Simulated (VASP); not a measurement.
# Ru (P6_3/mmc) in VASP: notebook, part 2 of 2

VASP 6.6.1.

**3. Elastic constants, PBEsol**

The input, INCAR:

```
SYSTEM = Ru
PREC = Accurate
ENCUT = 600
EDIFF = 1E-8
ISMEAR = -1
SIGMA = 0.05
LREAL = .FALSE.
LASPH = .TRUE.
NELM = 100
ALGO = Fast
ISIF = 3
LWAVE = .FALSE.
LCHARG = .FALSE.
GGA = PS
IBRION = 6
NFREE = 2
POTIM = 0.015
NSW = 1
```

The input, KPOINTS:

```
Automatic mesh
0
G
  8 8 5
  0 0 0
```

The input, POSCAR:

```
Ru
1.0
    2.7058000000      0.0000000000      0.0000000000
   -1.3529000000      2.3432915376      0.0000000000
    0.0000000000      0.0000000000      4.2819000000
Ru
2
Direct
    0.6666666667      0.3333333333      0.7500000000
    0.3333333333      0.6666666667      0.2500000000
```

Potentials or basis: VASP PAW PBE potentials, release 64 (Ru_pv).

Launch:

```
$ cat potpaw_PBE.64/Ru_pv/POTCAR > POTCAR
$ mpirun -np 1 vasp_std > vasp.out
```

OUTCAR:

```text
SYSTEM = Ru
   PREC = Accurate
   ENCUT = 600
   EDIFF = 1E-8
   ISMEAR = -1
   LREAL = .FALSE.
   LASPH = .TRUE.
   NELM = 100
   ISIF = 3
   GGA = PS
   IBRION = 6
   NFREE = 2
   POTIM = 0.015
   NSW = 1

 ion  position               nearest neighbor table
   1  0.667  0.333  0.750-   2 2.65   2 2.65   2 2.65   2 2.65   2 2.65   2 2.65
   2  0.333  0.667  0.250-   1 2.65   1 2.65   1 2.65   1 2.65   1 2.65   1 2.65

  LATTYP: Found a hexagonal cell.
 ALAT       =     2.7058000000
 C/A-ratio  =     1.5824894671

  Lattice vectors:

 A1 = (   2.7058000000,   0.0000000000,   0.0000000000)
 A2 = (  -1.3529000000,   2.3432915376,   0.0000000000)
 A3 = (   0.0000000000,   0.0000000000,   4.2819000000)

Analysis of symmetry for initial positions (statically):
=====================================================================
 Subroutine PRICEL returns:
 Original cell was already a primitive cell.

 Routine SETGRP: Setting up the symmetry group for a
 hexagonal supercell.

 Subroutine GETGRP returns: Found 24 space group operations
 (whereof 12 operations were pure point group operations)
 out of a pool of 24 trial point group operations.

The static configuration has the point symmetry D_3d.
 The point group associated with its full space group is D_6h.

Analysis of symmetry for dynamics (positions and initial velocities):
=====================================================================
 Subroutine PRICEL returns:
 Original cell was already a primitive cell.

 Routine SETGRP: Setting up the symmetry group for a
 hexagonal supercell.

 Subroutine GETGRP returns: Found 24 space group operations
 (whereof 12 operations were pure point group operations)
 out of a pool of 24 trial point group operations.

The dynamic configuration has the point symmetry D_3d.
 The point group associated with its full space group is D_6h.

 Subroutine INISYM returns: Found 24 space group operations
 (whereof 12 operations are pure point group operations),
 and found     1 'primitive' translations

----------------------------------------------------------------------------------------

                                     Primitive cell

  volume of cell :      27.1493

  direct lattice vectors                    reciprocal lattice vectors
     2.705800000  0.000000000  0.000000000     0.369576465  0.213375072  0.000000000
    -1.352900000  2.343291538  0.000000000     0.000000000  0.426750144  0.000000000
[... 316 lines left out ...]

 number of electron      28.0000000 magnetization

 Free energy of the ion-electron system (eV)
  ---------------------------------------------------
  ext. energy  EPLUGINS =         0.00000000
  ---------------------------------------------------
  free energy    TOTEN  =       -20.37608531 eV

  energy without entropy =      -20.36700336  energy(sigma->0) =      -20.37154434

 E-fermi :  12.6743     XC(G=0): -14.2817

 val. band max:       12.6390297089   @ k =   0.0000   0.0000   0.2000
 cond. band min:      12.6786072759   @ k =  -0.0000   0.3750   0.4000
 fundamental gap:      0.0395775670
 Fermi energy:        12.6742753364

 k-point     1 :       0.0000    0.0000    0.0000
  band No.  band energies     occupation
      1     -30.9090      2.00000
      2     -29.9622      2.00000
      3     -29.9622      2.00000
      4     -29.7907      2.00000
      5     -29.7907      2.00000
      6     -29.7577      2.00000
[... 481 lines left out ...]
      5     -29.9919      2.00000
      6     -29.9857      2.00000
[... 10 lines left out ...]
     17      14.2792      0.00000
     18      16.5107      0.00000

 [... further k-points ...]

------------------------ aborting loop because EDIFF is reached ----------------------------------------

  FORCE on cell =-STRESS in cart. coord.  units (eV):
  Direction    XX          YY          ZZ          XY          YZ          ZX
  --------------------------------------------------------------------------------------
  -------------------------------------------------------------------------------------
  Total       -1.0916590     -1.0916590     -1.2671230      0.0000000      0.0000000     -0.0000000
  in kB      -64.4227175    -64.4227175    -74.7774783      0.0000000      0.0000000     -0.0000000
  external PRESSURE =     -67.8743045 kB  Pullay stress =       0.0000000 kB
[... 17 lines left out ...]
  FREE ENERGIE OF THE ION-ELECTRON SYSTEM (eV)
  ---------------------------------------------------
  free  energy   TOTEN  =       -20.3760853071 eV

  energy  without entropy=      -20.3670033638  energy(sigma->0) =      -20.37154434

 INTERNAL STRAIN TENSORS FROM STRAINED CELLS
 ============================================

 INTERNAL STRAIN TENSOR FOR ION    1 for displacements in x,y,z  (eV/Angst):
          X           Y           Z          XY          YZ          ZX
  --------------------------------------------------------------------------------
  x     0.00000     0.00000    -0.00000     2.81338    -0.00000    -0.00000
  y     2.79515    -2.83959     0.00000     0.00027    -0.00000     0.00023
  z     0.00000    -0.00000     0.00000    -0.00000     0.01378     0.00000

 INTERNAL STRAIN TENSORS FROM DISPLACED ATOMS
 ============================================

 INTERNAL STRAIN TENSOR FOR ION    1 for displacements in x,y,z  (eV/Angst):
          X           Y           Z          XY          YZ          ZX
  --------------------------------------------------------------------------------
  x     0.00000     0.00000     0.00000     2.82919     0.00000     0.00000
  y     2.82919    -2.82919     0.00000     0.00000     0.00000     0.00000
  z     0.00000     0.00000    -0.00000     0.00000     0.00000     0.00000

 INTERNAL STRAIN TENSOR FOR ION    2 for displacements in x,y,z  (eV/Angst):
          X           Y           Z          XY          YZ          ZX
  --------------------------------------------------------------------------------
  x     0.00000     0.00000     0.00000    -2.82919     0.00000     0.00000
  y    -2.82919     2.82919     0.00000     0.00000     0.00000     0.00000
  z    -0.00000    -0.00000     0.00000     0.00000     0.00000     0.00000

 Eigenvectors and eigenvalues of the dynamical matrix
 ----------------------------------------------------

   1 f  =    7.977503 THz    50.124130 2PiTHz  266.100860 cm-1    32.992287 meV
             X         Y         Z           dx          dy          dz
      1.352900  0.781097  3.211425     0.000000   -0.000000    0.707107
     -0.000000  1.562194  1.070475    -0.000000    0.000000   -0.707107
[... 11 lines left out ...]
   4 f  =    0.000000 THz     0.000000 2PiTHz    0.000001 cm-1     0.000000 meV
             X         Y         Z           dx          dy          dz
      1.352900  0.781097  3.211425    -0.693402    0.006265   -0.138398
     -0.000000  1.562194  1.070475    -0.693402    0.006265   -0.138398

   5 f/i=    0.000000 THz     0.000001 2PiTHz    0.000003 cm-1     0.000000 meV
             X         Y         Z           dx          dy          dz
      1.352900  0.781097  3.211425     0.138502    0.014737   -0.693253
     -0.000000  1.562194  1.070475     0.138502    0.014737   -0.693253

   6 f/i=    0.000000 THz     0.000001 2PiTHz    0.000004 cm-1     0.000000 meV
             X         Y         Z           dx          dy          dz
      1.352900  0.781097  3.211425    -0.003258   -0.706925   -0.015679
     -0.000000  1.562194  1.070475    -0.003258   -0.706925   -0.015679

--------------------------------------------------------------------------------------------------------

 ELASTIC MODULI CONTR FROM IONIC RELAXATION (kBar)
 Direction    XX          YY          ZZ          XY          YZ          ZX
 --------------------------------------------------------------------------------
 XX         -57.0280     57.0280     -0.0000     -0.0000      0.0000      0.0000
 YY          57.0280    -57.0280      0.0000      0.0000      0.0000      0.0000
 ZZ          -0.0000      0.0000     -0.0000      0.0000      0.0000      0.0000
 XY          -0.0000      0.0000      0.0000    -57.0280      0.0000      0.0000
 YZ           0.0000      0.0000      0.0000      0.0000      0.0000      0.0000
 ZX           0.0000      0.0000      0.0000      0.0000      0.0000      0.0000
 --------------------------------------------------------------------------------

 TOTAL ELASTIC MODULI (kBar)
 Direction    XX          YY          ZZ          XY          YZ          ZX
 --------------------------------------------------------------------------------
 XX        5947.1552   1896.3237   1704.5456     -0.0000      0.0000      0.0000
 YY        1896.3237   5947.1552   1704.5456      0.0000      0.0000      0.0000
 ZZ        1704.5456   1704.5456   6726.4245      0.0000     -0.0000     -0.0000
 XY          -0.0000      0.0000      0.0000   2025.4158      0.0000      0.0000
 YZ           0.0000      0.0000      0.0000     -0.0000   2030.6766      0.0000
 ZX           0.0000      0.0000     -0.0000      0.0000      0.0000   2030.6765
 --------------------------------------------------------------------------------
```

OSZICAR:

```text
N       E                     dE             d eps       ncg     rms          rms(c)
DAV:   1     0.309114207333E+03    0.30911E+03   -0.19444E+04  1080   0.192E+03
DAV:   2    -0.145810966641E+02   -0.32370E+03   -0.31740E+03  1142   0.524E+02
DAV:   3    -0.219457981459E+02   -0.73647E+01   -0.72145E+01  1140   0.841E+01
[... 274 lines left out ...]
RMM:   6    -0.203760817960E+02   -0.11509E-04   -0.15663E-04  1719   0.103E-01    0.112E-02
RMM:   7    -0.203760848986E+02   -0.31026E-05   -0.32761E-05  1706   0.439E-02    0.215E-03
RMM:   8    -0.203760851704E+02   -0.27178E-06   -0.49122E-06  1546   0.182E-02    0.153E-03
RMM:   9    -0.203760852981E+02   -0.12767E-06   -0.14534E-06  1688   0.856E-03    0.295E-04
RMM:  10    -0.203760853035E+02   -0.54765E-08   -0.18305E-07  1231   0.332E-03    0.238E-04
RMM:  11    -0.203760853071E+02   -0.35297E-08   -0.53656E-08   930   0.169E-03
  17 F= -.20376085E+02 E0= -.20371544E+02  d E =-.908194E-02
```

stdout:

```text
POSCAR found type information on POSCAR Ru
 POSCAR found :  1 types and       2 ions
 scaLAPACK will be used
 -----------------------------------------------------------------------------
|                                                                             |
|                                                                             |
|     You enforced a specific xc type in the INCAR file but a different       |
|     I HOPE YOU KNOW WHAT YOU ARE DOING!                                     |
[... 32 lines left out ...]
 Finite differences progress:
 bond charge predicted
 Finite differences progress:
 bond charge predicted
 Finite differences progress:
 bond charge predicted
 Finite differences progress:
 bond charge predicted
 Finite differences progress:
 bond charge predicted
 Finite differences progress:
 bond charge predicted
 Finite differences progress:
```

Run time: 6.7 min. Hardware: 1 thread of Intel Xeon Platinum 8488C (Sapphire Rapids), shared host; peak memory 0.23 GiB.

What came out:

```
Voigt bulk modulus            : 325 GPa
Highest phonon frequency at Γ : 266 cm⁻¹
```

Phonon frequencies in cm⁻¹ (negative: imaginary):
```
              q point        frequencies
(0.000, 0.000, 0.000)  0 0 0 211 211 266
```

Elastic tensor in Voigt notation (GPa, in the Cartesian axes of the cell as first typed):
```
595 190 170   0   0   0
190 595 170   0   0   0
170 170 673   0   0   0
  0   0   0 203   0   0
  0   0   0   0 203   0
  0   0   0   0   0 203
```

Clamped-ion elastic tensor (GPa):
```
600 184 170   0   0   0
184 600 170   0   0   0
170 170 673   0   0   0
  0   0   0 203   0   0
  0   0   0   0 203   0
  0   0   0   0   0 208
```

Caveat: the cell is under stress, which shifts elastic constants; the PAW data sets were made with another functional, which shifts forces and pressure a little.
